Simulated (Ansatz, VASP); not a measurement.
## Two plane-wave programs on ScGa5S

```
Sc Ga S
1.0
     0.00000    4.41142    4.41142
     4.41142    0.00000    4.41142
     4.41142    4.41142    0.00000
Sc Ga S
1 5 1
Direct
  0.25000 0.25000 0.25000
  0.50000 0.50000 0.50000
  0.89828 0.89828 0.89828
  0.89828 0.89828 0.30516
  0.89828 0.30516 0.89828
  0.30516 0.89828 0.89828
  0.75000 0.75000 0.75000
```

Alike in both runs: functional PBE; k mesh 4 × 4 × 4; occupations gaussian, width 0.2 eV; no spin polarisation.

Ansatz relaxed the structure, and its values are those at the end. VASP's run is a single point on that final structure, the one shown.

```csv
,VASP,Ansatz
version,VASP 6.6.1,Ansatz 0.2.0
potentials or method,"VASP PAW PBE potentials, release 64 (Sc_sv, Ga_d, S), cutoff 520 eV","scalar-relativistic, plane waves, PAW"
valence electrons in the cell,82,82
```

Ansatz gave:

* gap on the k mesh at the Fermi level (eV): none
* pressure (GPa): 0.5
* rms of the force components (eV/Å): 0.035

Question: Which values does VASP return?

Answer: gap on the k mesh at the Fermi level (eV): none; pressure (GPa): 0.6; rms of the force components (eV/Å): 0.038.

A gap of «none» marks a metal or a gap that the smearing closes. The functional is the same, so the differences come from potentials, cutoffs and numerics.
